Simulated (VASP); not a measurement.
# AsH3 in VASP: further runs, part 2 of 2

VASP 6.6.1. Earlier steps stand in the parts before.

## 3. Single point, revPBE+D3(BJ)

INCAR reads:

```
  PREC = Accurate
  ENCUT = 400
  EDIFF = 1E-6
  ISMEAR = 0
  SIGMA = 0.005
  LREAL = False
  LASPH = True
  NELM = 120
  ALGO = Normal
  ISIF = 2
  LWAVE = False
  LCHARG = False
  GGA = RE
  IVDW = 12
  NBANDS = 12
  GGA_COMPAT = False
  NELMDL = -8
```

KPOINTS reads:

```
regular mesh
0
Gamma
  1 1 1
```

POSCAR reads:

```
AsH3
1.0
   12.5572003111      0.0000000000      0.0000000000
    0.0000000000     13.0572003111      0.0000000000
    0.0000000000      0.0000000000     13.5572003111
As H
1 3
Direct
    0.5262628400      0.5096004700      0.4578352900
    0.5290580700      0.4128441100      0.5217632200
    0.5511202500      0.5766399000      0.5477206000
    0.4063777000      0.5214262000      0.4756737900
```

Potentials or basis: VASP PAW PBE potentials, release 64 (As, H).

Command:

```bash
$ cat potpaw_PBE.64/As/POTCAR potpaw_PBE.64/H/POTCAR > POTCAR
$ mpirun -np 1 vasp_gam > vasp.out
```

Run time: 95 s. Hardware: 1 thread of AMD EPYC 9R45 (Zen 5), shared host; peak memory 1.1 GiB.

The run converged. Its results:

```yaml
Free_energy: -14.5767 eV
Largest_force: 0.216 eV/Å
Gap_between_the_frontier_levels: 5.90 eV
Dispersion_energy_per_atom: -0.026 eV
```

Forces on the atoms (eV/Å):
```
As   0.096  0.019 -0.193
H    0.007 -0.117  0.073
H    0.031  0.081  0.105
H   -0.134  0.016  0.015
```

Levels at points of the mesh, in eV from the valence-band top:
```tsv
k point	band 1	band 2	band 3	band 4	band 5	band 6	band 7	band 8	band 9
(0.00, 0.00, 0.00)	-9.21	-2.02	-2.02	0.00	5.90	6.36	6.38	7.05	7.22
```

Caveat: the PAW data sets were made with another functional, which shifts forces and pressure a little.

## 4. Single point, PBE+D4

INCAR reads:

```
PREC     = Accurate       # precision mode
ENCUT    = 400            # plane-wave cutoff, eV
EDIFF    = 1E-6           # SCF threshold, eV
ISMEAR   = 0              # smearing method
SIGMA    = 0.005          # smearing width, eV
LREAL    = False          # projectors in reciprocal space
LASPH    = True           # aspherical terms in the spheres
NELM     = 120            # most SCF steps
ALGO     = Normal         # electronic algorithm
ISIF     = 2              # what is computed and relaxed
LWAVE    = False          # write WAVECAR
LCHARG   = False          # write CHGCAR
GGA      = PE             # functional
IVDW     = 13             # dispersion correction
NBANDS   = 12             # bands
GGA_COMPAT= False        
NELMDL   = -8
```

KPOINTS reads:

```
Automatic mesh
0
Gamma
  1 1 1
```

POSCAR is that of step 3.

Potentials or basis: VASP PAW PBE potentials, release 64 (As, H).

Command:

```bash
$ cat potpaw_PBE.64/As/POTCAR potpaw_PBE.64/H/POTCAR > POTCAR
$ mpirun -np 1 vasp_gam > vasp.out
```

OUTCAR:

```text
PREC = Accurate
   ENCUT = 400
   EDIFF = 1E-6
   ISMEAR = 0
   LREAL = False
   LASPH = True
   NELM = 120
   ISIF = 2
   GGA = PE
   IVDW = 13
   NELMDL = -8

 ion  position               nearest neighbor table
   1  0.526  0.510  0.458-   2 1.53   4 1.53   3 1.53
   2  0.529  0.413  0.522-   1 1.53
   3  0.551  0.577  0.548-   1 1.53
   4  0.406  0.521  0.476-   1 1.53

  LATTYP: Found a simple orthorhombic cell.
 ALAT       =    12.5572003111
 B/A-ratio  =     1.0398177928
 C/A-ratio  =     1.0796355856

  Lattice vectors:

 A1 = (  12.5572003111,   0.0000000000,   0.0000000000)
 A2 = (   0.0000000000,  13.0572003111,   0.0000000000)
 A3 = (   0.0000000000,   0.0000000000,  13.5572003111)

Analysis of symmetry for initial positions (statically):
=====================================================================
 Subroutine PRICEL returns:
 Original cell was already a primitive cell.

 Routine SETGRP: Setting up the symmetry group for a
 simple orthorhombic supercell.

 Subroutine GETGRP returns: Found  1 space group operations
 (whereof  1 operations were pure point group operations)
 out of a pool of  8 trial point group operations.

The static configuration has the point symmetry C_1 .

Analysis of symmetry for dynamics (positions and initial velocities):
=====================================================================
 Subroutine PRICEL returns:
 Original cell was already a primitive cell.

 Routine SETGRP: Setting up the symmetry group for a
 simple orthorhombic supercell.

 Subroutine GETGRP returns: Found  1 space group operations
 (whereof  1 operations were pure point group operations)
 out of a pool of  8 trial point group operations.

The dynamic configuration has the point symmetry C_1 .

 Subroutine INISYM returns: Found  1 space group operations
 (whereof  1 operations are pure point group operations),
 and found     1 'primitive' translations

[... 95 lines left out ...]
  volume/ion in A,a.u.               =     555.72      3750.16
  Fermi-wavevector in a.u.,A,eV,Ry     =   0.250881  0.474096  0.856366  0.062941
  Thomas-Fermi vector in A             =   1.068040
   LORBIT       =      0    0 simple, 1 ext, 2 COOP (PROOUT), +10 PAW based schemes
   GGA     = PE    functional components
   LHFCALC =     F    Hartree Fock is set to
   AEXX    =    0.0000 exact exchange contribution
   IVDW    =    13    specifies the selected vdW correction
   LEPSILON=     F    determine dielectric tensor
   LRPA    =     F    only Hartree local field effects (RPA)
 non-spin polarized calculation
 Gauss-broadening in eV      SIGMA  =   0.01
  energy-cutoff  :      400.00
  volume of cell :     2222.86
 maximum number of plane-waves:     20182
 NGX is ok and might be reduce to    84
   NGX = 41   NGY = 43   NGZ = 45

 number of electron       8.0000002 magnetization

 Free energy of the ion-electron system (eV)
  ---------------------------------------------------
  ext. energy  EPLUGINS =         0.00000000
  ---------------------------------------------------
  free energy    TOTEN  =       -14.38868388 eV

  energy without entropy =      -14.38868388  energy(sigma->0) =      -14.38868388

 E-fermi :  -6.6843     XC(G=0):  -0.4545

 val. band max:       -6.7410785134   @ k =   0.0000   0.0000   0.0000
 cond. band min:      -0.7853517825   @ k =   0.0000   0.0000   0.0000
 fundamental gap:      5.9557267309
 Fermi energy:        -6.6843067849

 k-point     1 :       0.0000    0.0000    0.0000
  band No.  band energies     occupation
      1     -15.9778      2.00000
      2      -8.7510      2.00000
      3      -8.7493      2.00000
      4      -6.7411      2.00000
      5      -0.7854      0.00000
      6      -0.3710      0.00000
      7      -0.3578      0.00000
      8       0.3386      0.00000
      9       0.5824      0.00000
     10       0.5992      0.00000
     11       0.6712      0.00000
     12       0.7397      0.00000

------------------------ aborting loop because EDIFF is reached ----------------------------------------

  DFT-D4 for vdW energy calculation

  Edisp (eV):   -0.03346

  FORCE on cell =-STRESS in cart. coord.  units (eV):
  Direction    XX          YY          ZZ          XY          YZ          ZX
  --------------------------------------------------------------------------------------
  -------------------------------------------------------------------------------------
  Total      -0.01599    -0.01445    -0.01543    -0.00193    -0.00030    -0.00061
  in kB      -0.01153    -0.01042    -0.01112    -0.00139    -0.00022    -0.00044
  external pressure =       -0.01 kB  Pullay stress =        0.00 kB

 VOLUME and BASIS-vectors are now :
 -----------------------------------------------------------------------------
  energy-cutoff  :      400.00
  volume of cell :     2222.86
      direct lattice vectors                 reciprocal lattice vectors
    12.557200311  0.000000000  0.000000000     0.079635586  0.000000000  0.000000000
     0.000000000 13.057200311  0.000000000     0.000000000  0.076586096  0.000000000
     0.000000000  0.000000000 13.557200311     0.000000000  0.000000000  0.073761542

 POSITION                                       TOTAL-FORCE (eV/Angst)
 -----------------------------------------------------------------------------------
      6.60839      6.65396      6.20696         0.075894      0.014868     -0.152602
      6.64349      5.39059      7.07365         0.002038     -0.081246      0.056631
      6.92053      7.52930      7.42556         0.017774      0.055481      0.078690
      5.10297      6.80837      6.44880        -0.095707      0.010897      0.017281
 -----------------------------------------------------------------------------------
    total drift:                                0.000051      0.000436     -0.000197

  FREE ENERGIE OF THE ION-ELECTRON SYSTEM (eV)
  ---------------------------------------------------
  free  energy   TOTEN  =       -14.4221459296 eV

  energy  without entropy=      -14.4221459296  energy(sigma->0) =      -14.42214593
```

OSZICAR:

```text
N       E                     dE             d eps       ncg     rms          rms(c)
DAV:   1     0.567028908259E+02    0.56703E+02   -0.11912E+03    24   0.252E+02
DAV:   2     0.329890996459E+01   -0.53404E+02   -0.52583E+02    44   0.360E+01
DAV:   3    -0.141275430843E+02   -0.17426E+02   -0.17396E+02    28   0.425E+01
[... 17 lines left out ...]
DAV:  21    -0.143886667463E+02   -0.12243E-04   -0.33497E-07    28   0.223E-03    0.113E-03
DAV:  22    -0.143886785994E+02   -0.11853E-04   -0.29722E-07    24   0.194E-03    0.408E-04
DAV:  23    -0.143886815676E+02   -0.29682E-05   -0.40200E-08    28   0.766E-04    0.496E-04
DAV:  24    -0.143886831035E+02   -0.15359E-05   -0.18080E-08    24   0.434E-04    0.136E-04
DAV:  25    -0.143886838809E+02   -0.77743E-06   -0.55358E-09    24   0.260E-04
   1 F= -.14422146E+02 E0= -.14422146E+02  d E =-.288831E-58
```

It took 92 s on 1 thread of AMD EPYC 9R45 (Zen 5), shared host; peak memory 1 GiB.

Results:

* Free energy: -14.4221 eV
* Largest force: 0.171 eV/Å
* Gap between the frontier levels: 5.96 eV
* Dispersion energy per atom: -0.008 eV

Forces on the atoms (eV/Å):
```
As   0.076  0.015 -0.153
H    0.002 -0.081  0.057
H    0.018  0.055  0.079
H   -0.096  0.011  0.017
```

Levels at points of the mesh, in eV from the valence-band top:
| k point | band 2 | band 3 | band 4 | band 5 | band 6 | band 7 |
| --- | --- | --- | --- | --- | --- | --- |
| (0.00, 0.00, 0.00) | -2.01 | -2.01 | 0.00 | 5.96 | 6.37 | 6.38 |

## 5. Overview

```csv
level,gap on the mesh (eV),largest force (eV/Å)
PBEsol,5.98,0.14
revPBE+D3(BJ),5.90,0.22
PBE+D4,5.96,0.17
```

Alike in all rows: task single point; potentials or basis VASP PAW PBE potentials, release 64 (As, H); no spin polarisation; cell as given; k mesh 1 × 1 × 1; cutoff (eV) 400; smearing gaussian 0.005 eV.

On the cell as given the gap runs from 5.90 eV (revPBE+D3(BJ)) to 5.98 eV (PBEsol).

Caveats: the PAW data sets were made with another functional, which shifts forces and pressure a little (at least some runs).

Total energies depend on the potentials used, so only differences within one code and one set of settings carry meaning.
